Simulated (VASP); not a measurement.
Wanted: the native input for a VASP 6.6.1 run.

- Task: single point
- Functional: RPBE
- Potentials or basis: VASP PAW PBE potentials, release 64 (Nb_sv)
- Cutoff: 520 eV
- k mesh: 8 × 8 × 13
- Occupations: fermi-dirac, width 0.1 eV
- Spin: no spin polarisation
- Dipole correction: no
- Further INCAR settings: ALGO = Normal; EDIFF = 1e-06; NBANDS = 26

The structure of Nb lies in POSCAR:

```
Nb
1.0
    5.1010820760      0.0000000000      0.0000000000
   -2.5505410380      4.4176666646      0.0000000000
    0.0000000000      0.0000000000      2.8074033041
Nb
3
Direct
    0.0000000000      1.0000000000      1.0000000000
    0.3333333333      0.6666666667      0.5000000000
    0.6666666667      0.3333333333      0.5000000000
```

This isn't the form of Nb at room conditions, which is bcc.

One way to write it, as run:

INCAR

```
SYSTEM = Nb
PREC = Accurate
ENCUT = 520
EDIFF = 1E-6
ISMEAR = -1
SIGMA = 0.1
LREAL = .False.
LASPH = .True.
NELM = 100
ALGO = Normal
ISIF = 2
LWAVE = .False.
LCHARG = .False.
GGA = RP
NBANDS = 26
```

KPOINTS

```
Automatic mesh
0
Gamma
  8 8 13
  0 0 0
```

Potentials or basis: VASP PAW PBE potentials, release 64 (Nb_sv).

The run is started by

```bash
$ cat potpaw_PBE.64/Nb_sv/POTCAR > POTCAR
$ mpirun -np 1 vasp_std > vasp.out
```

It gave:

- Pressure: -14.4 GPa
- Band gap on the k mesh: zero (an odd number of electrons rules out a gap without spin polarisation)

Caveat: the cell stands under tension; the PAW data sets were made with another functional, which shifts forces and pressure a little.

It took 56 s on 1 thread of AMD EPYC 9R45 96-Core Processor (Zen 5) (shared host), peak memory 0.21 GiB.
